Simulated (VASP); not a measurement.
# LiF (Fm-3m) in VASP: further runs, part 2 of 2

VASP 6.6.1.

## 5. Single point, PBE+D3(BJ)

This run uses another cell than the first one, of 8.51 Å³/atom, 1.063 times its volume.

INCAR

```
SYSTEM = LiF
ALGO = Normal
EDIFF = 1E-6
ENCUT = 750
GGA = PE
GGA_COMPAT = .False.
ISIF = 2
ISMEAR = 0
IVDW = 12
LASPH = .True.
LCHARG = .False.
LREAL = .False.
LWAVE = .False.
NBANDS = 12
NELM = 120
PREC = Accurate
SIGMA = 0.1
```

KPOINTS

```
k-points
0
Gamma
  8 8 8
  0 0 0
```

POSCAR

```
LiF
1.0
    0.0000000000      2.0417134800      2.0417134800
    2.0417134800      0.0000000000      2.0417134800
    2.0417134800      2.0417134800      0.0000000000
Li F
1 1
Direct
    0.0000000000      0.0000000000      0.0000000000
    0.5000000000      0.5000000000      0.5000000000
```

Potentials or basis: VASP PAW PBE potentials, release 64 (Li_sv, F).

The run is started by

```bash
cat potpaw_PBE.64/Li_sv/POTCAR potpaw_PBE.64/F/POTCAR > POTCAR
mpirun -np 1 vasp_std > vasp.out
```

OUTCAR:

```text
SYSTEM = LiF
   EDIFF = 1E-6
   ENCUT = 750
   GGA = PE
   ISIF = 2
   ISMEAR = 0
   IVDW = 12
   LASPH = .True.
   LREAL = .False.
   NELM = 120
   PREC = Accurate
 IVDW          = 12

 ion  position               nearest neighbor table
   1  0.000  0.000  0.000-   2 2.04   2 2.04   2 2.04   2 2.04   2 2.04   2 2.04
   2  0.500  0.500  0.500-   1 2.04   1 2.04   1 2.04   1 2.04   1 2.04   1 2.04

  LATTYP: Found a face centered cubic cell.
 ALAT       =     4.0834269600

  Lattice vectors:

 A1 = (   0.0000000000,   2.0417134800,   2.0417134800)
 A2 = (   2.0417134800,   0.0000000000,   2.0417134800)
 A3 = (   2.0417134800,   2.0417134800,   0.0000000000)

[... 547 lines left out ...]

 Edisp (eV)   -0.34202

 E8    (eV) :    -0.1254

  FORCE on cell =-STRESS in cart. coord.  units (eV):
  Direction    XX          YY          ZZ          XY          YZ          ZX
  --------------------------------------------------------------------------------------
  -------------------------------------------------------------------------------------
  Total      -0.50580    -0.50580    -0.50580     0.00000    -0.00000     0.00000
  in kB     -47.60774   -47.60774   -47.60774     0.00000    -0.00000     0.00000
  external pressure =      -47.61 kB  Pullay stress =        0.00 kB

 VOLUME and BASIS-vectors are now :
 -----------------------------------------------------------------------------
  energy-cutoff  :      750.00
  volume of cell :       17.02
      direct lattice vectors                 reciprocal lattice vectors
     0.000000000  2.041713480  2.041713480    -0.244892344  0.244892344  0.244892344
     2.041713480  0.000000000  2.041713480     0.244892344 -0.244892344  0.244892344
     2.041713480  2.041713480  0.000000000     0.244892344  0.244892344 -0.244892344

 POSITION                                       TOTAL-FORCE (eV/Angst)
 -----------------------------------------------------------------------------------
      0.00000      0.00000      0.00000        -0.000000     -0.000000      0.000000
      2.04171      2.04171      2.04171         0.000000      0.000000     -0.000000
 -----------------------------------------------------------------------------------
    total drift:                                0.000000      0.000000      0.000000

  FREE ENERGIE OF THE ION-ELECTRON SYSTEM (eV)
  ---------------------------------------------------
  free  energy   TOTEN  =        -9.9864605213 eV

  energy  without entropy=       -9.9864605213  energy(sigma->0) =       -9.98646052
```

OSZICAR:

```text
N       E                     dE             d eps       ncg     rms          rms(c)
DAV:   1     0.443473437065E+02    0.44347E+02   -0.67486E+03   696   0.112E+03
DAV:   2    -0.843508255040E+01   -0.52782E+02   -0.51460E+02   812   0.223E+02
DAV:   3    -0.101321814008E+02   -0.16971E+01   -0.16905E+01   948   0.352E+01
DAV:   4    -0.101546957628E+02   -0.22514E-01   -0.22513E-01   812   0.459E+00
DAV:   5    -0.101549680944E+02   -0.27233E-03   -0.27233E-03   888   0.369E-01    0.453E+00
DAV:   6    -0.963510845918E+01    0.51986E+00   -0.25436E+00   772   0.981E+00    0.145E+00
DAV:   7    -0.963813459166E+01   -0.30261E-02   -0.18026E-02   928   0.123E+00    0.881E-01
DAV:   8    -0.964429566476E+01   -0.61611E-02   -0.16625E-02   864   0.140E+00    0.119E-01
DAV:   9    -0.964432216674E+01   -0.26502E-04   -0.94110E-04   832   0.293E-01    0.466E-02
DAV:  10    -0.964443874512E+01   -0.11658E-03   -0.16304E-04   792   0.102E-01    0.166E-02
DAV:  11    -0.964443742016E+01    0.13250E-05   -0.68585E-06   904   0.252E-02    0.207E-03
DAV:  12    -0.964443759113E+01   -0.17096E-06   -0.53673E-07   820   0.662E-03
   1 F= -.99864605E+01 E0= -.99864605E+01  d E =-.973378E-17
```

stdout:

```text
POSCAR found type information on POSCAR LiF
 POSCAR found :  2 types and       2 ions
 scaLAPACK will be used
 LDA part: xc-table for (Slater+PW92), standard interpolation
 POSCAR, INCAR and KPOINTS ok, starting setup
 FFT: planning ... GRIDC
 FFT: planning ... GRID_SOFT
 FFT: planning ... GRID
 WAVECAR not read
 entering main loop
```

Wall time 18 s (1 thread of Intel Xeon 8259CL, shared host); peak memory 0.16 GiB.

Results:

```
Free energy                : -9.9865 eV
Pressure                   : -4.8 GPa
Band gap on the k mesh     : 8.72 eV, direct
Dispersion energy per atom : -0.171 eV
```

## 6. Relaxation of cell and atoms, PBE+D3(BJ)

This run uses another cell than the first one, of 8.51 Å³/atom, 1.063 times its volume.

INCAR

```
SYSTEM = LiF
ALGO = Normal
EDIFF = 1E-7
EDIFFG = -0.04
ENCUT = 750
GGA = PE
GGA_COMPAT = .False.
IBRION = 2
ISIF = 3
ISMEAR = 0
IVDW = 12
LASPH = .True.
LCHARG = .False.
LREAL = .False.
LWAVE = .False.
NELM = 120
NELMIN = 4
NSW = 90
PREC = Accurate
SIGMA = 0.1
```

KPOINTS is that of step 5.

POSCAR is that of step 5.

Potentials or basis: VASP PAW PBE potentials, release 64 (Li_sv, F).

The run is started by

```bash
cat potpaw_PBE.64/Li_sv/POTCAR potpaw_PBE.64/F/POTCAR > POTCAR
mpirun -np 1 vasp_std > vasp.out
```

Wall time 33 s (1 thread of Intel Xeon 8259CL, shared host); peak memory 0.16 GiB.

Results (log left out):

```yaml
Free_energy: -10.0043 eV
Relaxed_volume: 7.97 Å³/atom
Relaxed_cell: a = 2.824 Å, b = 2.824 Å, c = 2.824 Å, α = 60.00°, β = 60.00°, γ = 60.00°
Space_group_after_relaxing_to_0.05_Å: Fm-3m (No. 225)
Energy_gained_by_relaxing: 8.9 meV/atom
Ionic_steps: 3
Pressure_after_relaxing: -0.2 GPa
Band_gap_on_the_k_mesh: 9.30 eV, direct
Dispersion_energy_per_atom: -0.183 eV
```

The path:
```
step  energy change (eV)  largest force (eV/Å)  pressure (GPa)  volume (Å³)
   1              0.0000                0.0000           -4.74        17.02
   2             -0.0138                0.0000           -2.39        16.41
   3             -0.0178                0.0000           -0.23        15.93
```

Final structure:
```
Li F
1.0
     0.00000    1.99712    1.99712
     1.99712    0.00000    1.99712
     1.99712    1.99712    0.00000
Li F
1 1
Direct
  0.00000 0.00000 0.00000
  0.50000 0.50000 0.50000
```

Levels at points of the mesh, in eV from the valence-band top:
| k point | band 3 | band 4 | band 5 | band 6 | band 7 | band 8 |
| --- | --- | --- | --- | --- | --- | --- |
| (0.00, 0.00, 0.00) | 0.00 | 0.00 | 0.00 | 9.30 | 24.31 | 24.31 |
| (0.50, 0.00, 0.00) | -2.60 | -0.24 | -0.24 | 10.91 | 17.03 | 19.11 |
| (0.50, 0.50, 0.00) | -3.11 | -1.03 | -1.03 | 15.05 | 16.60 | 17.74 |

A k mesh can miss the band edges. PBE gaps usually lie below the measured ones, often by a third to a half.

## 7. The runs side by side

```csv
task,cell,k mesh,cutoff (eV),smearing,gap on the mesh (eV),pressure (GPa),relaxed volume (Å³/atom)
single point,"a = 2.829 Å, angles 60.0°, 2 atoms",10 × 10 × 10,520,gaussian 0.02 eV,9.28,-,-
relaxation of cell and atoms,"relaxed from a = 2.832 Å, angles 60.0°, 2 atoms",10 × 10 × 10,600,gaussian 0.02 eV,9.39,0.1,7.90
single point,"a = 2.832 Å, angles 60.0°, 2 atoms",8 × 8 × 8,750,gaussian 0.1 eV,9.23,-1.0,-
single point,"a = 2.887 Å, angles 60.0°, 2 atoms",8 × 8 × 8,750,gaussian 0.1 eV,8.72,-4.8,-
relaxation of cell and atoms,"relaxed from a = 2.887 Å, angles 60.0°, 2 atoms",8 × 8 × 8,750,gaussian 0.1 eV,9.30,-0.2,7.97
```

Alike in all rows: level PBE+D3(BJ); potentials or basis VASP PAW PBE potentials, release 64 (Li_sv, F); no spin polarisation.

Caveats: the cutoff is under 1.25 times the usual one of these potentials, so pressure, stress and relaxed cells hold a basis-set (Pulay) error (some runs).

Absolute energies hang on the potentials; compare differences alone.
